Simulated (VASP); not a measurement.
Pd, 1 atom in the cell. The structure is cubic, space group Im-3m (No. 229). The conventional cell has a = 3.145 Å, b = 3.145 Å, c = 3.145 Å, α = 90.00°, β = 90.00°, γ = 90.00°. Pd (site symmetry m-3m) has 14 Pd at 2.72 to 3.14 Å within 3.6 Å. This isn't the form of Pd at room conditions, which is fcc.

- Program: VASP 6.6.1
- Task: single point
- Functional: HSE06
- Potentials or basis: VASP PAW PBE potentials, release 64 (Pd)
- Cutoff: 520 eV
- k mesh: 8 × 8 × 8
- Occupations: fermi-dirac, width 0.05 eV
- Spin: no spin polarisation
- Dipole correction: no
- Grid for exact exchange (PRECFOCK): Normal
- Further INCAR settings: ALGO = Normal; EDIFF = 1e-06; NBANDS = 11
- Share of exact exchange: 0.25
- Screening parameter: 0.2079 1/Å

Potentials or basis: VASP PAW PBE potentials, release 64 (Pd).

Launch:

```sh
$ cat potpaw_PBE.64/Pd/POTCAR > POTCAR
$ cp INCAR.step1 INCAR
$ mpirun -np 1 vasp_std > vasp.out
$ cp INCAR.step2 INCAR
$ mpirun -np 1 vasp_std > vasp.out
```

Hardware: 1 thread of Intel(R) Xeon(R) Platinum 8375C CPU @ 2.90GHz (Ice Lake) (shared host).

Problem. Estimate the wall time of this run.

Solution. Wall time 23 min on 1 thread of Intel(R) Xeon(R) Platinum 8375C CPU @ 2.90GHz (Ice Lake) (shared host), peak memory 0.24 GiB. Counts: k points 29.
